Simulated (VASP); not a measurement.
# CdSe (rocksalt type) (Fm-3m) in VASP: further runs

The runs below take CdSe (rocksalt type) through single point, relaxation of cell and atoms, with PBEsol.

All numbers are computed with VASP 6.6.1; they aren't measurements. Logs are shortened: lines on timing, memory, paths and dates and some standing lists are left out, and cuts for length are marked.

## Step 1: The cell of the first run

The structure is cubic, space group Fm-3m (No. 225). The conventional cell has a = 5.393 Å, b = 5.393 Å, c = 5.393 Å, α = 90.00°, β = 90.00°, γ = 90.00°. Within 3.6 Å of Cd (site symmetry m-3m) lie 6 Se at 2.70 Å. Se (site symmetry m-3m) has 6 Cd at 2.70 Å within 3.6 Å.

## Step 2: Single point, PBEsol (volume scaled by 0.88)

File INCAR:

```
ALGO     = Normal         # electronic algorithm
EDIFF    = 1E-6           # SCF threshold, eV
ENCUT    = 520            # plane-wave cutoff, eV
GGA      = PS             # functional
ISIF     = 2              # what is computed and relaxed
ISMEAR   = -1             # smearing method
LASPH    = True           # aspherical terms in the spheres
LCHARG   = False          # write CHGCAR
LREAL    = False          # projectors in reciprocal space
LWAVE    = False          # write WAVECAR
NBANDS   = 16             # bands
NELM     = 80             # most SCF steps
PREC     = Accurate       # precision mode
SIGMA    = 0.05           # smearing width, eV
```

File KPOINTS:

```
k-points
0
Gamma
  12 12 12
```

File POSCAR:

```
CdSe
1.0
    0.0000000000      2.6965191432      2.6965191432
    2.6965191432      0.0000000000      2.6965191432
    2.6965191432      2.6965191432      0.0000000000
Cd Se
1 1
Direct
    0.0000000000      0.0000000000      0.0000000000
    0.5000000000      0.5000000000      0.5000000000
```

Potentials or basis: VASP PAW PBE potentials, release 64 (Cd, Se).

Started as:

```
> cat potpaw_PBE.64/Cd/POTCAR potpaw_PBE.64/Se/POTCAR > POTCAR
> mpirun -np 1 vasp_std > vasp.out
```

OUTCAR:

```text
EDIFF = 1E-6
   ENCUT = 520
   GGA = PS
   ISIF = 2
   ISMEAR = -1
   LASPH = True
   LREAL = False
   NELM = 80
   PREC = Accurate

 ion  position               nearest neighbor table
   1  0.000  0.000  0.000-   2 2.70   2 2.70   2 2.70   2 2.70   2 2.70   2 2.70
   2  0.500  0.500  0.500-   1 2.70   1 2.70   1 2.70   1 2.70   1 2.70   1 2.70

  LATTYP: Found a face centered cubic cell.
 ALAT       =     5.3930382864

  Lattice vectors:

 A1 = (   0.0000000000,   2.6965191432,   2.6965191432)
 A2 = (   2.6965191432,   0.0000000000,   2.6965191432)
 A3 = (   2.6965191432,   2.6965191432,   0.0000000000)

Analysis of symmetry for initial positions (statically):
=====================================================================
 Subroutine PRICEL returns:
 Original cell was already a primitive cell.

 Routine SETGRP: Setting up the symmetry group for a
 face centered cubic supercell.

 Subroutine GETGRP returns: Found 48 space group operations
 (whereof 48 operations were pure point group operations)
 out of a pool of 48 trial point group operations.

The static configuration has the point symmetry O_h .

Analysis of symmetry for dynamics (positions and initial velocities):
=====================================================================
 Subroutine PRICEL returns:
 Original cell was already a primitive cell.

 Routine SETGRP: Setting up the symmetry group for a
 face centered cubic supercell.

 Subroutine GETGRP returns: Found 48 space group operations
 (whereof 48 operations were pure point group operations)
 out of a pool of 48 trial point group operations.

The dynamic configuration has the point symmetry O_h .

 Subroutine INISYM returns: Found 48 space group operations
 (whereof 48 operations are pure point group operations),
 and found     1 'primitive' translations

----------------------------------------------------------------------------------------

                                     Primitive cell

  volume of cell :      39.2139

  direct lattice vectors                    reciprocal lattice vectors
     0.000000000  2.696519143  2.696519143    -0.185424235  0.185424235  0.185424235
     2.696519143  0.000000000  2.696519143     0.185424235 -0.185424235  0.185424235
     2.696519143  2.696519143  0.000000000     0.185424235  0.185424235 -0.185424235

  length of vectors
     3.813453944  3.813453944  3.813453944     0.321164196  0.321164196  0.321164196

  position of ions in fractional coordinates (direct lattice)
     0.000000000  0.000000000  0.000000000
     0.500000000  0.500000000  0.500000000

  ion indices of the primitive-cell ions
   primitive index   ion index
                 1           1
                 2           2

----------------------------------------------------------------------------------------

 KPOINTS: k-points

Automatic generation of k-mesh.
 Grid dimensions read from file:
 generate k-points for:   12   12   12

 Generating k-lattice:

  Cartesian coordinates                     Fractional coordinates (reciprocal lattice)
    -0.015452020  0.015452020  0.015452020     0.083333333  0.000000000  0.000000000
     0.015452020 -0.015452020  0.015452020     0.000000000  0.083333333  0.000000000
     0.015452020  0.015452020 -0.015452020     0.000000000  0.000000000  0.083333333

  Length of vectors
     0.026763683  0.026763683  0.026763683

  Shift w.r.t. Gamma in fractional coordinates (k-lattice)
     0.000000000  0.000000000  0.000000000

 Subroutine IBZKPT returns following result:
 ===========================================

 Found     72 irreducible k-points:

 Following reciprocal coordinates:
            Coordinates               Weight
  0.000000  0.000000  0.000000      1.000000
  0.083333  0.000000  0.000000      8.000000
  0.166667  0.000000  0.000000      8.000000
  0.250000  0.000000  0.000000      8.000000
  0.333333  0.000000  0.000000      8.000000
  0.416667  0.000000  0.000000      8.000000
[... 16 lines left out ...]
  0.500000  0.166667  0.000000     24.000000
 -0.416667  0.166667  0.000000     24.000000
 [... further k-points ...]
   k-points           NKPTS =     72   k-points in BZ     NKDIM =     72   number of bands    NBANDS=     16
   number of dos      NEDOS =    301   number of ions     NIONS =      2
   total plane-waves  NPLWV =  21952
   dimension x,y,z NGX =    28 NGY =   28 NGZ =   28
   dimension x,y,z NGXF=    56 NGYF=   56 NGZF=   56
   ions per type =               1   1
   NGX,Y,Z   is equivalent  to a cutoff of  12.21, 12.21, 12.21 a.u.
   NGXF,Y,Z  is equivalent  to a cutoff of  24.41, 24.41, 24.41 a.u.
 SYSTEM =  unknown system
   PREC   = accura    normal or accurate (medium, high low for compatibility)
   ISTART =      0    job   : 0-new  1-cont  2-samecut
   ICHARG =      2    charge: 1-file 2-atom 10-const
   ISPIN  =      1    spin polarized calculation?
   LNONCOLLINEAR =      F non collinear calculations
   LSORBIT =      F    spin-orbit coupling
   LASPH  =      T    aspherical Exc in radial PAW
   ENCUT  =  520.0 eV  38.22 Ry    6.18 a.u.   7.09  7.09  7.09*2*pi/ulx,y,z
   NELM   =     80;   NELMIN=  2; NELMDL= -5     # of ELM steps
   EDIFF  = 0.1E-05   stopping-criterion for ELM
   LREAL  =      F    real-space projection
   EDIFFG = 0.1E-04   stopping-criterion for IOM
   NSW    =      0    number of steps for IOM
   IBRION =     -1    ionic relax: 0-MD 1-quasi-New 2-CG
   NFREE  =      0    steps in history (QN), initial steepest desc. (CG)
   ISIF   =      2    stress and relaxation
   ISYM   =      2    0-nonsym 1-usesym 2-fastsym
   POTIM  = 0.5000    time-step for ionic-motion
   TEBEG  =    0.0;   TEEND  =   0.0 temperature during run
   PSTRESS=    0.0 pullay stress
   NELECT =      18.0000    total number of electrons
   NUPDOWN=      -1.0000    fix difference up-down
   EMIN   =  10.00;   EMAX   =-10.00  energy-range for DOS
   EFERMI =   0.00;   METHOD = LEGACY
   ISMEAR =    -1;   SIGMA  =   0.05  broadening in eV -4-tet -1-fermi 0-gaus
   EFERMI_NEDOS =   21; number of points for ismear=-14 and -15
   IALGO  =     38    algorithm
   IMIX   =      4    mixing-type and parameters
     AMIX     =   0.40;   BMIX     =  1.00
     AMIX_MAG =   1.60;   BMIX_MAG =  1.00
  volume/ion in A,a.u.               =      19.61       132.31
  Fermi-wavevector in a.u.,A,eV,Ry     =   1.262851  2.386443 21.698476  1.594793
  Thomas-Fermi vector in A             =   2.396238
   LORBIT       =      0    0 simple, 1 ext, 2 COOP (PROOUT), +10 PAW based schemes
   GGA     = PS    functional components
   LHFCALC =     F    Hartree Fock is set to
   AEXX    =    0.0000 exact exchange contribution
   IVDW    =     0    specifies the selected vdW correction
   LEPSILON=     F    determine dielectric tensor
   LRPA    =     F    only Hartree local field effects (RPA)
 non-spin polarized calculation
  energy-cutoff  :      520.00
  volume of cell :       39.21
 maximum number of plane-waves:      1067
   NGX = 15   NGY = 15   NGZ = 15

 number of electron      18.0000009 magnetization

 Free energy of the ion-electron system (eV)
  ---------------------------------------------------
  ext. energy  EPLUGINS =         0.00000000
  ---------------------------------------------------
  free energy    TOTEN  =        -5.79057690 eV

  energy without entropy =       -5.78629783  energy(sigma->0) =       -5.78843736

 E-fermi :   4.0506     XC(G=0): -11.1265

 val. band max:        4.0317250474   @ k =  -0.2500   0.1667   0.0000
 cond. band min:       4.3121379478   @ k =  -0.4167   0.5000   0.0833
 fundamental gap:      0.2804129003
 Fermi energy:         4.0505579689

 k-point     1 :       0.0000    0.0000    0.0000
  band No.  band energies     occupation
      1     -10.2807      2.00000
      2      -4.3733      2.00000
      3      -4.3733      2.00000
      4      -4.3515      2.00000
      5      -4.3515      2.00000
      6      -4.3515      2.00000
[... 8 lines left out ...]
     15      14.7006      0.00000
     16      14.7006      0.00000

 k-point     2 :       0.0833    0.0000    0.0000
  band No.  band energies     occupation
      1     -10.2084      2.00000
      2      -4.4003      2.00000
      3      -4.4003      2.00000
      4      -4.3615      2.00000
      5      -4.3376      2.00000
      6      -4.3376      2.00000
[... 8 lines left out ...]
     15      14.0242      0.00000
     16      14.2024      0.00000

 k-point     3 :       0.1667    0.0000    0.0000
  band No.  band energies     occupation
      1      -9.9995      2.00000
      2      -4.4775      2.00000
      3      -4.4775      2.00000
      4      -4.3951      2.00000
      5      -4.2939      2.00000
      6      -4.2939      2.00000
[... 8 lines left out ...]
     15      13.9110      0.00000
     16      13.9571      0.00000

 k-point     4 :       0.2500    0.0000    0.0000
  band No.  band energies     occupation
      1      -9.6812      2.00000
      2      -4.5799      2.00000
      3      -4.5799      2.00000
      4      -4.4632      2.00000
      5      -4.2327      2.00000
      6      -4.2327      2.00000
[... 8 lines left out ...]
     15      14.5481      0.00000
     16      14.5481      0.00000

 k-point     5 :       0.3333    0.0000    0.0000
  band No.  band energies     occupation
      1      -9.3098      2.00000
      2      -4.6785      2.00000
      3      -4.6785      2.00000
      4      -4.5786      2.00000
      5      -4.1702      2.00000
      6      -4.1702      2.00000
[... 8 lines left out ...]
     15      15.5241      0.00000
     16      15.5241      0.00000

 k-point     6 :       0.4167    0.0000    0.0000
  band No.  band energies     occupation
      1      -8.9874      2.00000
      2      -4.7484      2.00000
      3      -4.7484      2.00000
      4      -4.7209      2.00000
      5      -4.1238      2.00000
      6      -4.1238      2.00000
[... 8 lines left out ...]
     15      16.6669      0.00000
     16      16.6669      0.00000

 k-point     7 :       0.5000    0.0000    0.0000
  band No.  band energies     occupation
      1      -8.8540      2.00000
      2      -4.7932      2.00000
      3      -4.7736      2.00000
      4      -4.7736      2.00000
      5      -4.1066      2.00000
      6      -4.1066      2.00000
[... 8 lines left out ...]
     15      17.3855      0.00000
     16      17.3855      0.00000

 k-point     8 :       0.0833    0.0833    0.0000
  band No.  band energies     occupation
      1     -10.1857      2.00000
      2      -4.4400      2.00000
      3      -4.3651      2.00000
      4      -4.3645      2.00000
      5      -4.3376      2.00000
      6      -4.3376      2.00000
[... 8 lines left out ...]
     15      14.9885      0.00000
     16      15.3298      0.00000

 k-point     9 :       0.1667    0.0833    0.0000
  band No.  band energies     occupation
      1     -10.0265      2.00000
      2      -4.5174      2.00000
      3      -4.4013      2.00000
      4      -4.3862      2.00000
      5      -4.3123      2.00000
      6      -4.2929      2.00000
[... 8 lines left out ...]
     15      15.0301      0.00000
     16      15.1420      0.00000
[... 172 lines left out ...]
 k-point    19 :       0.1667    0.1667    0.0000
  band No.  band energies     occupation
      1      -9.9283      2.00000
      2      -4.5793      2.00000
      3      -4.4022      2.00000
      4      -4.3404      2.00000
      5      -4.2945      2.00000
      6      -4.2945      2.00000
[... 8 lines left out ...]
     15      16.7208      0.00000
     16      16.7208      0.00000

 k-point    20 :       0.2500    0.1667    0.0000
  band No.  band energies     occupation
      1      -9.7200      2.00000
      2      -4.6359      2.00000
      3      -4.4279      2.00000
      4      -4.3817      2.00000
      5      -4.2577      2.00000
      6      -4.2283      2.00000
[... 8 lines left out ...]
     15      16.4471      0.00000
     16      16.6369      0.00000

 k-point    21 :       0.3333    0.1667    0.0000
  band No.  band energies     occupation
      1      -9.4379      2.00000
      2      -4.6654      2.00000
      3      -4.4686      2.00000
      4      -4.4619      2.00000
      5      -4.2071      2.00000
      6      -4.1566      2.00000
[... 8 lines left out ...]
     15      16.5768      0.00000
     16      16.8962      0.00000

 k-point    22 :       0.4167    0.1667    0.0000
  band No.  band energies     occupation
      1      -9.1454      2.00000
      2      -4.6539      2.00000
      3      -4.5675      2.00000
      4      -4.5136      2.00000
      5      -4.1480      2.00000
      6      -4.1073      2.00000
[... 8 lines left out ...]
     15      17.1411      0.00000
     16      17.7182      0.00000

 k-point    23 :       0.5000    0.1667    0.0000
  band No.  band energies     occupation
      1      -8.9323      2.00000
      2      -4.6539      2.00000
      3      -4.6312      2.00000
      4      -4.5617      2.00000
      5      -4.0931      2.00000
      6      -4.0914      2.00000
[... 8 lines left out ...]
     15      17.6597      0.00000
     16      17.8194      0.00000

 k-point    24 :      -0.4167    0.1667    0.0000
  band No.  band energies     occupation
      1      -8.8861      2.00000
      2      -4.7087      2.00000
      3      -4.6884      2.00000
      4      -4.5160      2.00000
      5      -4.1100      2.00000
      6      -4.0606      2.00000
[... 8 lines left out ...]
     15      16.3566      0.00000
     16      17.1679      0.00000

 [... further k-points ...]
[... 5 lines left out ...]
  --------------------------------------------------------------------------------------
  -------------------------------------------------------------------------------------
  Total        3.2225885      3.2225885      3.2225885      0.0000000      0.0000000     -0.0000000
  in kB      131.6663874    131.6663874    131.6663874      0.0000000      0.0000000     -0.0000000
  external PRESSURE =     131.6663874 kB  Pullay stress =       0.0000000 kB

 VOLUME and BASIS-vectors are now :
 -----------------------------------------------------------------------------
  energy-cutoff  :      520.00
  volume of cell :       39.21
      direct lattice vectors                 reciprocal lattice vectors
     0.000000000  2.696519143  2.696519143    -0.185424235  0.185424235  0.185424235
     2.696519143  0.000000000  2.696519143     0.185424235 -0.185424235  0.185424235
     2.696519143  2.696519143  0.000000000     0.185424235  0.185424235 -0.185424235

 POSITION                                       TOTAL-FORCE (eV/Angst)
 -----------------------------------------------------------------------------------
      0.00000      0.00000      0.00000         0.000000      0.000000      0.000000
      2.69652      2.69652      2.69652         0.000000      0.000000     -0.000000
 -----------------------------------------------------------------------------------
    total drift:                               -0.000000      0.000000      0.000000

  FREE ENERGIE OF THE ION-ELECTRON SYSTEM (eV)
  ---------------------------------------------------
  free  energy   TOTEN  =        -5.7905769002 eV

  energy  without entropy=       -5.7862978282  energy(sigma->0) =       -5.78843736
```

Wall time 15 s (1 thread of Intel Xeon 6975P-C (Granite Rapids), shared host); peak memory 0.18 GiB.

Results:

* Free energy: -5.7906 eV
* Pressure: 13.2 GPa
* Band gap on the k mesh: zero (band 9 reaches 4.03 eV, above the bottom of band 10 at 3.41 eV)

Caveat: the PAW data sets were made with another functional, which shifts forces and pressure a little.

(Part 1 of 2 ends here.)
